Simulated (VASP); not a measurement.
# VN2 (I4/mcm) in VASP: notebook

Runs on VN2. Level: PBE. Tasks: single point.

Program: VASP 6.6.1. These are calculated values, not measurements. Logs are shortened: lines on timing, memory, paths and dates and some standing lists are left out, and cuts for length are marked.

### Step 1. The cell of the first run

It takes space group I4/mcm (No. 140, tetragonal). The conventional cell has a = 4.301 Å, b = 4.301 Å, c = 4.983 Å, α = 90.00°, β = 90.00°, γ = 90.00°. V (site symmetry 422) has 8 N at 2.13 Å and 2 V at 2.49 Å within 2.8 Å. N (site symmetry m2m) has 1 N at 1.40 Å within 1.9 Å.

### Step 2. Single point, PBE

Contents of INCAR:

```
SYSTEM = VN2
  ALGO = Normal
  EDIFF = 1E-6
  ENCUT = 520
  GGA = PE
  ISIF = 2
  ISMEAR = 0
  LASPH = .True.
  LCHARG = .False.
  LREAL = .False.
  LWAVE = .False.
  NBANDS = 32
  NELM = 80
  PREC = Accurate
  SIGMA = 0.1
```

Contents of KPOINTS:

```
k-points
0
Gamma
  12 12 12
  0 0 0
```

Contents of POSCAR:

```
VN2
1.0
   -2.1507500000      2.1507500000      2.4913500000
    2.1507500000     -2.1507500000      2.4913500000
    2.1507500000      2.1507500000     -2.4913500000
V N
2 4
Direct
    0.2500000000      0.2500000000      0.0000000000
    0.7500000000      0.7500000000      0.0000000000
    0.1151000000      0.6151000000      0.7302000000
    0.6151000000      0.8849000000      0.5000000000
    0.8849000000      0.3849000000      0.2698000000
    0.3849000000      0.1151000000      0.5000000000
```

Potentials or basis: VASP PAW PBE potentials, release 64 (V_sv, N).

Started as:

```
$ cat potpaw_PBE.64/V_sv/POTCAR potpaw_PBE.64/N/POTCAR > POTCAR
$ mpirun -np 1 vasp_std > vasp.out
```

OUTCAR:

```text
SYSTEM = VN2
   EDIFF = 1E-6
   ENCUT = 520
   GGA = PE
   ISIF = 2
   ISMEAR = 0
   LASPH = .True.
   LREAL = .False.
   NELM = 80
   PREC = Accurate

 ion  position               nearest neighbor table
   1  0.250  0.250  0.000-   5 2.13   3 2.13   4 2.13   6 2.13   6 2.13   3 2.13   4 2.13   5 2.13
                             2 2.49   2 2.49
   2  0.750  0.750  0.000-   5 2.13   3 2.13   4 2.13   6 2.13   4 2.13   6 2.13   3 2.13   5 2.13
                             1 2.49   1 2.49
   3  0.115  0.615  0.730-   5 1.40   1 2.13   1 2.13   2 2.13   2 2.13
   4  0.615  0.885  0.500-   6 1.40   2 2.13   1 2.13   2 2.13   1 2.13
   5  0.885  0.385  0.270-   3 1.40   2 2.13   1 2.13   2 2.13   1 2.13
   6  0.385  0.115  0.500-   4 1.40   1 2.13   2 2.13   1 2.13   2 2.13

  LATTYP: Found a body centered tetragonal cell.
 ALAT       =     4.3015000000
 C/A-ratio  =     1.1583633616

  Lattice vectors:

 A1 = (  -2.1507500000,   2.1507500000,   2.4913500000)
 A2 = (   2.1507500000,  -2.1507500000,   2.4913500000)
 A3 = (   2.1507500000,   2.1507500000,  -2.4913500000)

Analysis of symmetry for initial positions (statically):
=====================================================================
 Subroutine PRICEL returns:
 Original cell was already a primitive cell.

 Routine SETGRP: Setting up the symmetry group for a
 body centered tetragonal supercell.

 Subroutine GETGRP returns: Found 16 space group operations
 (whereof  8 operations were pure point group operations)
 out of a pool of 16 trial point group operations.

The static configuration has the point symmetry C_4h.
 The point group associated with its full space group is D_4h.

Analysis of symmetry for dynamics (positions and initial velocities):
=====================================================================
 Subroutine PRICEL returns:
 Original cell was already a primitive cell.

 Routine SETGRP: Setting up the symmetry group for a
 body centered tetragonal supercell.

 Subroutine GETGRP returns: Found 16 space group operations
 (whereof  8 operations were pure point group operations)
 out of a pool of 16 trial point group operations.

The dynamic configuration has the point symmetry C_4h.
 The point group associated with its full space group is D_4h.

 Subroutine INISYM returns: Found 16 space group operations
 (whereof  8 operations are pure point group operations),
 and found     1 'primitive' translations

----------------------------------------------------------------------------------------

                                     Primitive cell

  volume of cell :      46.0972

  direct lattice vectors                    reciprocal lattice vectors
    -2.150750000  2.150750000  2.491350000     0.000000000  0.232477043  0.200694403
     2.150750000 -2.150750000  2.491350000     0.232477043  0.000000000  0.200694403
     2.150750000  2.150750000 -2.491350000     0.232477043  0.232477043  0.000000000

  length of vectors
     3.931701406  3.931701406  3.931701406     0.307121830  0.307121830  0.328772187

  position of ions in fractional coordinates (direct lattice)
     0.250000000  0.250000000  0.000000000
     0.750000000  0.750000000  0.000000000
     0.115100000  0.615100000  0.730200000
     0.615100000  0.884900000  0.500000000
     0.884900000  0.384900000  0.269800000
     0.384900000  0.115100000  0.500000000

  ion indices of the primitive-cell ions
   primitive index   ion index
                 1           1
                 2           2
                 3           3
                 4           4
                 5           5
                 6           6

----------------------------------------------------------------------------------------

 KPOINTS: k-points

Automatic generation of k-mesh.
 Grid dimensions read from file:
 generate k-points for:   12   12   12

 Generating k-lattice:

  Cartesian coordinates                     Fractional coordinates (reciprocal lattice)
     0.000000000  0.019373087  0.016724534     0.083333333  0.000000000  0.000000000
     0.019373087  0.000000000  0.016724534     0.000000000  0.083333333  0.000000000
     0.019373087  0.019373087  0.000000000     0.000000000  0.000000000  0.083333333

  Length of vectors
     0.025593486  0.025593486  0.027397682

  Shift w.r.t. Gamma in fractional coordinates (k-lattice)
     0.000000000  0.000000000  0.000000000

 Subroutine IBZKPT returns following result:
 ===========================================

 Found    163 irreducible k-points:

 Following reciprocal coordinates:
            Coordinates               Weight
  0.000000  0.000000  0.000000      1.000000
  0.083333 -0.000000  0.000000      8.000000
  0.166667 -0.000000  0.000000      8.000000
  0.250000  0.000000  0.000000      8.000000
  0.333333 -0.000000  0.000000      8.000000
  0.416667  0.000000 -0.000000      8.000000
[... 16 lines left out ...]
  0.500000  0.166667  0.000000     16.000000
 -0.416667  0.166667  0.000000     16.000000
 [... further k-points ...]
   k-points           NKPTS =    163   k-points in BZ     NKDIM =    163   number of bands    NBANDS=     32
   number of dos      NEDOS =    301   number of ions     NIONS =      6
   total plane-waves  NPLWV =  27000
   dimension x,y,z NGX =    30 NGY =   30 NGZ =   30
   dimension x,y,z NGXF=    60 NGYF=   60 NGZF=   60
   ions per type =               2   4
   NGX,Y,Z   is equivalent  to a cutoff of  12.69, 12.69, 12.69 a.u.
   NGXF,Y,Z  is equivalent  to a cutoff of  25.37, 25.37, 25.37 a.u.
 SYSTEM =  VN2
   PREC   = accura    normal or accurate (medium, high low for compatibility)
   ISTART =      0    job   : 0-new  1-cont  2-samecut
   ICHARG =      2    charge: 1-file 2-atom 10-const
   ISPIN  =      1    spin polarized calculation?
   LNONCOLLINEAR =      F non collinear calculations
   LSORBIT =      F    spin-orbit coupling
   LASPH  =      T    aspherical Exc in radial PAW
   ENCUT  =  520.0 eV  38.22 Ry    6.18 a.u.   7.31  7.31  7.31*2*pi/ulx,y,z
   NELM   =     80;   NELMIN=  2; NELMDL= -5     # of ELM steps
   EDIFF  = 0.1E-05   stopping-criterion for ELM
   LREAL  =      F    real-space projection
   EDIFFG = 0.1E-04   stopping-criterion for IOM
   NSW    =      0    number of steps for IOM
   IBRION =     -1    ionic relax: 0-MD 1-quasi-New 2-CG
   NFREE  =      0    steps in history (QN), initial steepest desc. (CG)
   ISIF   =      2    stress and relaxation
   ISYM   =      2    0-nonsym 1-usesym 2-fastsym
   POTIM  = 0.5000    time-step for ionic-motion
   TEBEG  =    0.0;   TEEND  =   0.0 temperature during run
   PSTRESS=    0.0 pullay stress
   NELECT =      46.0000    total number of electrons
   NUPDOWN=      -1.0000    fix difference up-down
   EMIN   =  10.00;   EMAX   =-10.00  energy-range for DOS
   EFERMI =   0.00;   METHOD = LEGACY
   ISMEAR =     0;   SIGMA  =   0.10  broadening in eV -4-tet -1-fermi 0-gaus
   EFERMI_NEDOS =   21; number of points for ismear=-14 and -15
   IALGO  =     38    algorithm
   IMIX   =      4    mixing-type and parameters
     AMIX     =   0.40;   BMIX     =  1.00
     AMIX_MAG =   1.60;   BMIX_MAG =  1.00
  volume/ion in A,a.u.               =       7.68        51.85
  Fermi-wavevector in a.u.,A,eV,Ry     =   1.635947  3.091492 36.413581  2.676323
  Thomas-Fermi vector in A             =   2.727335
   LORBIT       =      0    0 simple, 1 ext, 2 COOP (PROOUT), +10 PAW based schemes
   GGA     = PE    functional components
   LHFCALC =     F    Hartree Fock is set to
   AEXX    =    0.0000 exact exchange contribution
   IVDW    =     0    specifies the selected vdW correction
   LEPSILON=     F    determine dielectric tensor
   LRPA    =     F    only Hartree local field effects (RPA)
 non-spin polarized calculation
 Gauss-broadening in eV      SIGMA  =   0.10
  energy-cutoff  :      520.00
  volume of cell :       46.10
 maximum number of plane-waves:      1268
 NGX is ok and might be reduce to    30
   NGX = 15   NGY = 15   NGZ = 15

 number of electron      46.0000009 magnetization

 Free energy of the ion-electron system (eV)
  ---------------------------------------------------
  ext. energy  EPLUGINS =         0.00000000
  ---------------------------------------------------
  free energy    TOTEN  =       -53.34699631 eV

  energy without entropy =      -53.33383967  energy(sigma->0) =      -53.34041799

 E-fermi :  11.4537     XC(G=0): -13.6654

 val. band max:       11.4529214127   @ k =   0.5000   0.5000   0.0000
 cond. band min:      11.4553454088   @ k =  -0.2500  -0.4167   0.2500
 fundamental gap:      0.0024239961
 Fermi energy:        11.4536818344

 k-point     1 :       0.0000    0.0000    0.0000
  band No.  band energies     occupation
      1     -54.1698      2.00000
      2     -54.0085      2.00000
      3     -28.2524      2.00000
      4     -28.0230      2.00000
      5     -28.0230      2.00000
      6     -28.0129      2.00000
[... 24 lines left out ...]
     31      13.6911      0.00000
     32      15.8848      0.00000

 k-point     2 :       0.0833   -0.0000    0.0000
  band No.  band energies     occupation
      1     -54.1670      2.00000
      2     -54.0112      2.00000
      3     -28.2391      2.00000
      4     -28.0236      2.00000
      5     -28.0233      2.00000
      6     -28.0142      2.00000
[... 24 lines left out ...]
     31      13.8152      0.00000
     32      15.7777      0.00000

 k-point     3 :       0.1667   -0.0000    0.0000
  band No.  band energies     occupation
      1     -54.1588      2.00000
      2     -54.0192      2.00000
      3     -28.1999      2.00000
      4     -28.0254      2.00000
      5     -28.0243      2.00000
      6     -28.0178      2.00000
[... 24 lines left out ...]
     31      14.0883      0.00000
     32      15.4718      0.00000

 k-point     4 :       0.2500    0.0000    0.0000
  band No.  band energies     occupation
      1     -54.1459      2.00000
      2     -54.0319      2.00000
      3     -28.1371      2.00000
      4     -28.0276      2.00000
      5     -28.0256      2.00000
      6     -28.0226      2.00000
[... 654 lines left out ...]
     31      14.2274      0.00000
     32      15.0741      0.00000

 k-point    23 :       0.5000    0.1667    0.0000
  band No.  band energies     occupation
      1     -54.1218      2.00000
      2     -54.0551      2.00000
      3     -28.1129      2.00000
      4     -28.0709      2.00000
      5     -28.0379      2.00000
      6     -28.0142      2.00000
[... 24 lines left out ...]
     31      14.2989      0.00000
     32      15.1441      0.00000

 k-point    24 :      -0.4167    0.1667    0.0000
  band No.  band energies     occupation
      1     -54.1388      2.00000
      2     -54.0382      2.00000
      3     -28.1531      2.00000
      4     -28.1089      2.00000
      5     -28.0370      2.00000
      6     -28.0111      2.00000
[... 24 lines left out ...]
     31      14.4372      0.00000
     32      15.1252      0.00000

 [... further k-points ...]
[... 5 lines left out ...]
  --------------------------------------------------------------------------------------
  -------------------------------------------------------------------------------------
  Total        0.0639768      0.0639768     -0.3705531      0.0000000      0.0000000      0.0000000
  in kB        2.2236079      2.2236079    -12.8791289      0.0000000      0.0000000      0.0000000
  external PRESSURE =      -2.8106377 kB  Pullay stress =       0.0000000 kB

 VOLUME and BASIS-vectors are now :
 -----------------------------------------------------------------------------
  energy-cutoff  :      520.00
  volume of cell :       46.10
      direct lattice vectors                 reciprocal lattice vectors
    -2.150750000  2.150750000  2.491350000     0.000000000  0.232477043  0.200694403
     2.150750000 -2.150750000  2.491350000     0.232477043  0.000000000  0.200694403
     2.150750000  2.150750000 -2.491350000     0.232477043  0.232477043  0.000000000

 POSITION                                       TOTAL-FORCE (eV/Angst)
 -----------------------------------------------------------------------------------
      0.00000      0.00000      1.24568         0.000000     -0.000000      0.000000
      0.00000      0.00000      3.73703         0.000000     -0.000000      0.000000
      2.64585      0.49510      0.00000        -0.260892     -0.260892     -0.000000
      1.65565      0.49510      2.49135         0.260892     -0.260892      0.000000
     -0.49510      1.65565      2.49135         0.260892      0.260892      0.000000
      0.49510      1.65565      0.00000        -0.260892      0.260892      0.000000
 -----------------------------------------------------------------------------------
    total drift:                                0.000000      0.000000     -0.000000

  FREE ENERGIE OF THE ION-ELECTRON SYSTEM (eV)
  ---------------------------------------------------
  free  energy   TOTEN  =       -53.3469963115 eV

  energy  without entropy=      -53.3338396731  energy(sigma->0) =      -53.34041799
```

It took 2.9 min on 1 thread of Intel Xeon Platinum 8559C (Emerald Rapids), shared host; peak memory 0.3 GiB.

What came out:

```yaml
Free_energy: -53.3470 eV
Pressure: -0.3 GPa
Largest_force: 0.369 eV/Å
Band_gap_on_the_k_mesh: zero (bands 23 and 24 overlap by 0.38 eV)
```

Forces on the atoms (eV/Å):
```
V    0.000  0.000  0.000
V    0.000  0.000  0.000
N   -0.261 -0.261  0.000
N    0.261 -0.261  0.000
N    0.261  0.261  0.000
N   -0.261  0.261  0.000
```

Stress tensor (GPa, compression positive):
```
 0.22  0.00  0.00
 0.00  0.22  0.00
 0.00  0.00 -1.29
```

Levels at points of the mesh, in eV from the Fermi level:
```tsv
k point	band 20	band 21	band 22	band 23	band 24	band 25	band 26	band 27
(0.00, 0.00, 0.00)	-2.90	-2.65	-2.62	-2.62	0.75	0.92	0.92	1.33
(0.50, 0.00, 0.00)	-3.38	-3.17	-3.17	0.16	0.16	0.73	0.73	1.05
(0.50, 0.50, 0.00)	-4.61	-2.78	-2.57	-1.38	0.00	0.80	1.10	1.83
(0.50, 0.50, 0.50)	-2.14	-2.14	-0.28	-0.17	-0.08	-0.08	0.02	1.93
```

Caveat: the run has no spin polarisation, though such a crystal can be magnetic. With open d or f shells a metallic result of PBE can be an artefact of self-interaction; +U or a hybrid may open a gap.

[end of part 1 of 2]
